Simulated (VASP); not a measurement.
# Li in VASP: further runs

Li is run at these levels: r2SCAN; tasks: single point.

All numbers are computed with VASP 6.6.1; they aren't measurements. Logs are shortened: lines on timing, memory, paths and dates and some standing lists are left out, and cuts for length are marked.

## (1) The cell of the first run

It takes space group C2/m (No. 12, monoclinic). Conventional cell: a = 3.674 Å, b = 4.784 Å, c = 3.009 Å, α = 90.00°, β = 127.35°, γ = 90.00°. Li (site symmetry 2/m) has 14 Li at 3.01 to 3.67 Å within 4.0 Å.

## (2) Single point, r2SCAN

The input, POSCAR:

```
Li
1.0
    3.3826762820      0.0000054596     -0.0060775280
    0.0000054596      3.3826762820      0.0060775280
   -1.6945638928      1.6945638928      1.8432991306
Li
1
Direct
    0.0000000000      0.0000000000      0.0000000000
```

The input, INCAR.step1:

```
ALGO     = Normal         # electronic algorithm
EDIFF    = 1E-4           # SCF threshold, eV
ENCUT    = 520            # plane-wave cutoff, eV
GGA      = PE             # functional
ISMEAR   = 0              # smearing method
LASPH    = True           # aspherical terms in the spheres
LCHARG   = False          # write CHGCAR
LREAL    = False          # projectors in reciprocal space
LWAVE    = True           # write WAVECAR
NBANDS   = 8              # bands
NELM     = 100            # most SCF steps
PREC     = Accurate       # precision mode
SIGMA    = 0.1            # smearing width, eV
```

The input, INCAR.step2:

```
ALGO     = Normal         # electronic algorithm
EDIFF    = 1E-7           # SCF threshold, eV
ENCUT    = 520            # plane-wave cutoff, eV
ISIF     = 2              # what is computed and relaxed
ISMEAR   = 0              # smearing method
ISTART   = 1            
LASPH    = True           # aspherical terms in the spheres
LCHARG   = False          # write CHGCAR
LMIXTAU  = True         
LREAL    = False          # projectors in reciprocal space
LWAVE    = False          # write WAVECAR
METAGGA  = R2SCAN         # meta-GGA
NBANDS   = 8              # bands
NELM     = 100            # most SCF steps
PREC     = Accurate       # precision mode
SIGMA    = 0.1            # smearing width, eV
```

The input, KPOINTS:

```
k-points
0
Gamma
  10 10 19
```

Potentials or basis: VASP PAW PBE potentials, release 64 (Li_sv).

Launch:

```bash
cat potpaw_PBE.64/Li_sv/POTCAR > POTCAR
cp INCAR.step1 INCAR
mpirun -np 1 vasp_std > vasp.out
cp INCAR.step2 INCAR
mpirun -np 1 vasp_std > vasp.out
```

OUTCAR:

```text
EDIFF = 1E-7
   ENCUT = 520
   ISIF = 2
   ISMEAR = 0
   ISTART = 1
   LASPH = True
   LREAL = False
   METAGGA = R2SCAN
   NELM = 100
   PREC = Accurate

 ion  position               nearest neighbor table
   1  0.000  0.000  0.000-

  LATTYP: Found a base centered monoclinic cell.
 ALAT       =     3.6744545518
 B/A-ratio  =     1.3019168774
 C/A-ratio  =     0.8188254902
 COS(beta)  =    -0.6066351139

  Lattice vectors:

 A1 = (  -1.6945693524,  -1.6881123892,   1.8372216026)
 A2 = (   1.6881123892,   1.6945693524,   1.8372216026)
 A3 = (  -1.6881069296,   1.6881069296,  -1.8311440746)

Analysis of symmetry for initial positions (statically):
=====================================================================
 Subroutine PRICEL returns:
 Original cell was already a primitive cell.

 Routine SETGRP: Setting up the symmetry group for a
 base centered monoclinic supercell.

 Subroutine GETGRP returns: Found  4 space group operations
 (whereof  4 operations were pure point group operations)
 out of a pool of  4 trial point group operations.

The static configuration has the point symmetry C_2h.

Analysis of symmetry for dynamics (positions and initial velocities):
=====================================================================
 Subroutine PRICEL returns:
 Original cell was already a primitive cell.

 Routine SETGRP: Setting up the symmetry group for a
 base centered monoclinic supercell.

 Subroutine GETGRP returns: Found  4 space group operations
 (whereof  4 operations were pure point group operations)
 out of a pool of  4 trial point group operations.

The dynamic configuration has the point symmetry C_2h.

 Subroutine INISYM returns: Found  4 space group operations
 (whereof  4 operations are pure point group operations),
 and found     1 'primitive' translations

----------------------------------------------------------------------------------------

                                     Primitive cell

  volume of cell :      21.0223

  direct lattice vectors                    reciprocal lattice vectors
     3.382676282  0.000005460 -0.006077528     0.296113812 -0.000490376  0.272671288
     0.000005460  3.382676282  0.006077528    -0.000490376  0.296113812 -0.272671288
    -1.694563893  1.694563893  1.843299131     0.000977931 -0.000977931  0.544303590

  length of vectors
     3.382681742  3.382681742  3.023383082     0.402533554  0.402533554  0.544305347

  position of ions in fractional coordinates (direct lattice)
     0.000000000  0.000000000  0.000000000

  ion indices of the primitive-cell ions
   primitive index   ion index
                 1           1

----------------------------------------------------------------------------------------

 KPOINTS: k-points

Automatic generation of k-mesh.
 Grid dimensions read from file:
 generate k-points for:   10   10   19

 Generating k-lattice:

  Cartesian coordinates                     Fractional coordinates (reciprocal lattice)
     0.029611381 -0.000049038  0.027267129     0.100000000  0.000000000  0.000000000
    -0.000049038  0.029611381 -0.027267129     0.000000000  0.100000000  0.000000000
     0.000051470 -0.000051470  0.028647557    -0.000000000  0.000000000  0.052631579

  Length of vectors
     0.040253355  0.040253355  0.028647650

  Shift w.r.t. Gamma in fractional coordinates (k-lattice)
     0.000000000  0.000000000  0.000000000

 Subroutine IBZKPT returns following result:
 ===========================================

 Found    526 irreducible k-points:

 Following reciprocal coordinates:
            Coordinates               Weight
  0.000000  0.000000  0.000000      1.000000
  0.100000  0.000000  0.000000      4.000000
  0.200000  0.000000  0.000000      4.000000
  0.300000 -0.000000  0.000000      4.000000
  0.400000  0.000000 -0.000000      4.000000
  0.500000  0.000000 -0.000000      2.000000
[... 16 lines left out ...]
  0.300000  0.300000  0.000000      2.000000
  0.400000  0.300000 -0.000000      4.000000
 [... further k-points ...]
   k-points           NKPTS =    526   k-points in BZ     NKDIM =    526   number of bands    NBANDS=      8
   number of dos      NEDOS =    301   number of ions     NIONS =      1
   total plane-waves  NPLWV =  18816
   dimension x,y,z NGX =    28 NGY =   28 NGZ =   24
   dimension x,y,z NGXF=    56 NGYF=   56 NGZF=   48
   ions per type =               1
   NGX,Y,Z   is equivalent  to a cutoff of  13.76, 13.76, 13.20 a.u.
   NGXF,Y,Z  is equivalent  to a cutoff of  27.52, 27.52, 26.39 a.u.
 SYSTEM =  unknown system
   PREC   = accura    normal or accurate (medium, high low for compatibility)
   ISTART =      1    job   : 0-new  1-cont  2-samecut
   ICHARG =      0    charge: 1-file 2-atom 10-const
   ISPIN  =      1    spin polarized calculation?
   LNONCOLLINEAR =      F non collinear calculations
   LSORBIT =      F    spin-orbit coupling
   LASPH  =      T    aspherical Exc in radial PAW
   ENCUT  =  520.0 eV  38.22 Ry    6.18 a.u.   6.29  6.29  5.62*2*pi/ulx,y,z
   NELM   =    100;   NELMIN=  2; NELMDL=  0     # of ELM steps
   EDIFF  = 0.1E-06   stopping-criterion for ELM
   LREAL  =      F    real-space projection
   EDIFFG = 0.1E-05   stopping-criterion for IOM
   NSW    =      0    number of steps for IOM
   IBRION =     -1    ionic relax: 0-MD 1-quasi-New 2-CG
   NFREE  =      0    steps in history (QN), initial steepest desc. (CG)
   ISIF   =      2    stress and relaxation
   ISYM   =      2    0-nonsym 1-usesym 2-fastsym
   POTIM  = 0.5000    time-step for ionic-motion
   TEBEG  =    0.0;   TEEND  =   0.0 temperature during run
   PSTRESS=    0.0 pullay stress
   NELECT =       3.0000    total number of electrons
   NUPDOWN=      -1.0000    fix difference up-down
   EMIN   =  10.00;   EMAX   =-10.00  energy-range for DOS
   EFERMI =   0.00;   METHOD = LEGACY
   ISMEAR =     0;   SIGMA  =   0.10  broadening in eV -4-tet -1-fermi 0-gaus
   EFERMI_NEDOS =   21; number of points for ismear=-14 and -15
   IALGO  =     38    algorithm
   IMIX   =      4    mixing-type and parameters
     AMIX     =   0.40;   BMIX     =  1.00
     AMIX_MAG =   1.60;   BMIX_MAG =  1.00
  volume/ion in A,a.u.               =      21.02       141.87
  Fermi-wavevector in a.u.,A,eV,Ry     =   0.855504  1.616668  9.957927  0.731887
  Thomas-Fermi vector in A             =   1.972263
   LORBIT       =      0    0 simple, 1 ext, 2 COOP (PROOUT), +10 PAW based schemes
   METAGGA = R2SCAN    functional components
   LHFCALC =     F    Hartree Fock is set to
   AEXX    =    0.0000 exact exchange contribution
   IVDW    =     0    specifies the selected vdW correction
   LEPSILON=     F    determine dielectric tensor
   LRPA    =     F    only Hartree local field effects (RPA)
 non-spin polarized calculation
 Gauss-broadening in eV      SIGMA  =   0.10
  energy-cutoff  :      520.00
  volume of cell :       21.02
 maximum number of plane-waves:       581
 NGX is ok and might be reduce to    28
   NGX = 13   NGY = 13   NGZ = 11

 number of electron       2.9999999 magnetization

 Free energy of the ion-electron system (eV)
  ---------------------------------------------------
  ext. energy  EPLUGINS =         0.00000000
  ---------------------------------------------------
  free energy    TOTEN  =        -2.38301478 eV

  energy without entropy =       -2.38094117  energy(sigma->0) =       -2.38197798

 E-fermi :   0.5814     XC(G=0):  -7.3525

 val. band max:        0.5715426702   @ k =  -0.4000   0.1000   0.0000
 cond. band min:       0.5951045994   @ k =   0.5000   0.3000   0.3158
 fundamental gap:      0.0235619292
 Fermi energy:         0.5813645099

 k-point     1 :       0.0000    0.0000    0.0000
  band No.  band energies     occupation
      1     -47.6298      2.00000
      2      -3.2620      2.00000
      3      16.1849      0.00000
      4      16.5124      0.00000
      5      16.5209      0.00000
      6      20.0202      0.00000
      7      20.0264      0.00000
      8      20.9614      0.00000

 k-point     2 :       0.1000    0.0000    0.0000
  band No.  band energies     occupation
      1     -47.6281      2.00000
      2      -3.0633      2.00000
      3      14.5610      0.00000
      4      15.5835      0.00000
      5      16.0272      0.00000
      6      19.1081      0.00000
      7      19.4532      0.00000
      8      20.8252      0.00000

 k-point     3 :       0.2000    0.0000    0.0000
  band No.  band energies     occupation
      1     -47.6237      2.00000
      2      -2.4673      2.00000
      3      11.1569      0.00000
      4      14.1910      0.00000
      5      15.3288      0.00000
      6      17.6989      0.00000
      7      18.6547      0.00000
      8      20.3597      0.00000

 k-point     4 :       0.3000   -0.0000    0.0000
  band No.  band energies     occupation
      1     -47.6183      2.00000
      2      -1.4847      2.00000
      3       7.9049      0.00000
      4      13.0917      0.00000
      5      14.5596      0.00000
      6      16.3528      0.00000
      7      18.5188      0.00000
      8      21.0761      0.00000

 k-point     5 :       0.4000    0.0000   -0.0000
  band No.  band energies     occupation
      1     -47.6138      2.00000
      2      -0.1961      2.00000
      3       5.2097      0.00000
      4      12.4148      0.00000
      5      14.0061      0.00000
      6      15.5329      0.00000
      7      18.6526      0.00000
      8      22.2190      0.00000
[... 177 lines left out ...]
 k-point    22 :      -0.2000    0.2000    0.0000
  band No.  band energies     occupation
      1     -47.6158      2.00000
      2      -0.9395      2.00000
      3       7.8603      0.00000
      4       9.7716      0.00000
      5      13.3699      0.00000
      6      18.9070      0.00000
      7      19.6105      0.00000
      8      23.5569      0.00000

 k-point    23 :       0.3000    0.3000    0.0000
  band No.  band energies     occupation
      1     -47.6175      2.00000
      2      -1.3356      2.00000
      3       8.8100      0.00000
      4      12.0619      0.00000
      5      13.2017      0.00000
      6      14.7723      0.00000
      7      17.8035      0.00000
      8      23.2334      0.00000

 k-point    24 :       0.4000    0.3000   -0.0000
  band No.  band energies     occupation
      1     -47.6143      2.00000
      2      -0.5069      2.00000
      3       7.2612      0.00000
      4      10.4434      0.00000
      5      12.0339      0.00000
      6      16.1119      0.00000
      7      18.4072      0.00000
      8      23.4587      0.00000

 [... further k-points ...]
[... 5 lines left out ...]
  --------------------------------------------------------------------------------------
  -------------------------------------------------------------------------------------
  Total       -0.0381164     -0.0381164     -0.0350950     -0.0086561     -0.0003384      0.0003384
  in kB       -2.9049783     -2.9049783     -2.6747088     -0.6597129     -0.0257902      0.0257898
  external PRESSURE =      -2.8282218 kB  Pullay stress =       0.0000000 kB

 VOLUME and BASIS-vectors are now :
 -----------------------------------------------------------------------------
  energy-cutoff  :      520.00
  volume of cell :       21.02
      direct lattice vectors                 reciprocal lattice vectors
     3.382676282  0.000005460 -0.006077528     0.296113812 -0.000490376  0.272671288
     0.000005460  3.382676282  0.006077528    -0.000490376  0.296113812 -0.272671288
    -1.694563893  1.694563893  1.843299131     0.000977931 -0.000977931  0.544303590

 POSITION                                       TOTAL-FORCE (eV/Angst)
 -----------------------------------------------------------------------------------
      0.00000      0.00000      0.00000        -0.000000      0.000000      0.000000
 -----------------------------------------------------------------------------------
    total drift:                               -0.000000     -0.000000      0.000000

  FREE ENERGIE OF THE ION-ELECTRON SYSTEM (eV)
  ---------------------------------------------------
  free  energy   TOTEN  =        -2.3830147798 eV

  energy  without entropy=       -2.3809411707  energy(sigma->0) =       -2.38197798
```

Run time: 24 min. Hardware: 1 thread of Oxide Virtual Turin-like, shared host; peak memory 0.16 GiB.

What came out:

```
Free energy            : -2.3830 eV
Band gap on the k mesh : zero (an odd number of electrons rules out a gap without spin polarisation)
```

Levels at points of the mesh, in eV from the Fermi level:
| k point | band 1 | band 2 | band 3 | band 4 | band 5 | band 6 |
| --- | --- | --- | --- | --- | --- | --- |
| (0.00, 0.00, 0.00) | -48.21 | -3.84 | 15.60 | 15.93 | 15.94 | 19.44 |
| (0.50, 0.00, 0.00) | -48.19 | 0.14 | 3.24 | 11.61 | 13.23 | 14.68 |
| (0.50, 0.50, 0.00) | -48.19 | 0.53 | 3.71 | 10.42 | 11.63 | 13.06 |

Caveat: the cutoff is under 1.25 times the usual one of these potentials, so pressure, stress and relaxed cells hold a basis-set (Pulay) error; the PAW data sets were made with another functional, which shifts forces and pressure a little.

## (3) Single point, r2SCAN

This run uses another cell than the first one, of 20.56 Å³/atom.

The input, POSCAR:

```
Li
1.0
    3.3826817416      0.0000000000      0.0000000000
    0.0000000000      3.3826817416      0.0000000000
   -1.6913408708      1.6913408708      1.7969355125
Li
1
Direct
    0.0000000000      0.0000000000      0.0000000000
```

The input, INCAR.step1:

```
SYSTEM = Li
ALGO = Normal ; EDIFF = 1E-4
ENCUT = 520 ; GGA = PE
ISMEAR = 0 ; ISYM = 0
LASPH = .True. ; LCHARG = .False.
LREAL = .False. ; LWAVE = .True.
NBANDS = 8 ; NELM = 100
PREC = Accurate ; SIGMA = 0.1
```

The input, INCAR.step2:

```
SYSTEM = Li
ALGO = Normal ; EDIFF = 1E-6
ENCUT = 520 ; ISIF = 2
ISMEAR = 0 ; ISTART = 1
ISYM = 0 ; LASPH = .True.
LCHARG = .False. ; LMIXTAU = .True.
LREAL = .False. ; LWAVE = .False.
METAGGA = R2SCAN ; NBANDS = 8
NELM = 100 ; PREC = Accurate
SIGMA = 0.1
```

The input, KPOINTS:

```
k-points
0
Gamma
  10 10 19
  0 0 0
```

Potentials or basis: VASP PAW PBE potentials, release 64 (Li_sv).

Launch:

```bash
cat potpaw_PBE.64/Li_sv/POTCAR > POTCAR
cp INCAR.step1 INCAR
mpirun -np 1 vasp_std > vasp.out
cp INCAR.step2 INCAR
mpirun -np 1 vasp_std > vasp.out
```

Run time: 28 min. Hardware: 1 thread of Oxide Virtual Turin-like, shared host; peak memory 0.2 GiB.

The run converged. Its results:

| Item | Value |
| --- | --- |
| Free energy | -2.3822 eV |
| Band gap on the k mesh | zero (an odd number of electrons rules out a gap without spin polarisation) |

Levels at points of the mesh, in eV from the Fermi level:
| k point | band 1 | band 2 | band 3 | band 4 |
| --- | --- | --- | --- | --- |
| (0.00, 0.00, 0.00) | -48.15 | -3.91 | 15.88 | 16.15 |
| (0.50, 0.00, 0.00) | -48.13 | 0.13 | 3.29 | 11.65 |
| (0.00, 0.50, 0.00) | -48.13 | 0.13 | 3.29 | 11.65 |
| (0.50, 0.50, 0.00) | -48.13 | 0.44 | 3.66 | 10.75 |

Caveat: the cutoff is under 1.25 times the usual one of these potentials, so pressure, stress and relaxed cells hold a basis-set (Pulay) error; the PAW data sets were made with another functional, which shifts forces and pressure a little.

## (4) Single point, r2SCAN

The input, POSCAR:

```
Li
1.0
    3.3826762820      0.0000054596     -0.0060775280
    0.0000054596      3.3826762820      0.0060775280
   -1.6945638928      1.6945638928      1.8432991306
Li
1
Direct
    0.0000000000      0.0000000000      0.0000000000
```

The input, INCAR.step1:

```
PREC     = Accurate       # precision mode
ENCUT    = 520            # plane-wave cutoff, eV
ISMEAR   = 0              # smearing method
SIGMA    = 0.1            # smearing width, eV
LREAL    = False          # projectors in reciprocal space
LASPH    = True           # aspherical terms in the spheres
NELM     = 100            # most SCF steps
ISYM     = 0            
NBANDS   = 8              # bands
GGA      = PE             # functional
ALGO     = Normal         # electronic algorithm
EDIFF    = 1E-4           # SCF threshold, eV
LWAVE    = True           # write WAVECAR
LCHARG   = False          # write CHGCAR
```

The input, INCAR.step2:

```
PREC     = Accurate       # precision mode
ENCUT    = 520            # plane-wave cutoff, eV
EDIFF    = 1E-7           # SCF threshold, eV
ISMEAR   = 0              # smearing method
SIGMA    = 0.1            # smearing width, eV
LREAL    = False          # projectors in reciprocal space
LASPH    = True           # aspherical terms in the spheres
NELM     = 100            # most SCF steps
ALGO     = Normal         # electronic algorithm
ISIF     = 2              # what is computed and relaxed
LWAVE    = False          # write WAVECAR
LCHARG   = False          # write CHGCAR
METAGGA  = R2SCAN         # meta-GGA
LMIXTAU  = True         
ISYM     = 0            
NBANDS   = 8              # bands
ISTART   = 1
```

The input, KPOINTS:

```
Automatic mesh
0
Gamma
  10 10 19
```

Launch:

```bash
cat potpaw_PBE.64/Li_sv/POTCAR > POTCAR
cp INCAR.step1 INCAR
mpirun -np 1 vasp_std > vasp.out
cp INCAR.step2 INCAR
mpirun -np 1 vasp_std > vasp.out
```

Wall time 42 min (1 thread of Oxide Virtual Turin-like, shared host); peak memory 0.21 GiB.

Results (log left out):

* Free energy: -2.3830 eV
* Band gap on the k mesh: zero (an odd number of electrons rules out a gap without spin polarisation)

Levels at points of the mesh, in eV from the Fermi level:
| k point | band 1 | band 2 | band 3 | band 4 | band 5 |
| --- | --- | --- | --- | --- | --- |
| (0.00, 0.00, 0.00) | -48.21 | -3.84 | 15.60 | 15.93 | 15.94 |
| (0.50, 0.00, 0.00) | -48.19 | 0.14 | 3.24 | 11.61 | 13.23 |
| (0.00, 0.50, 0.00) | -48.19 | 0.14 | 3.24 | 11.61 | 13.23 |
| (0.50, 0.50, 0.00) | -48.19 | 0.53 | 3.71 | 10.42 | 11.63 |

Caveat: the cutoff is under 1.25 times the usual one of these potentials, so pressure, stress and relaxed cells hold a basis-set (Pulay) error; the PAW data sets were made with another functional, which shifts forces and pressure a little.

The gap in the log of VASP goes by the Fermi energy; the results here count the filled bands.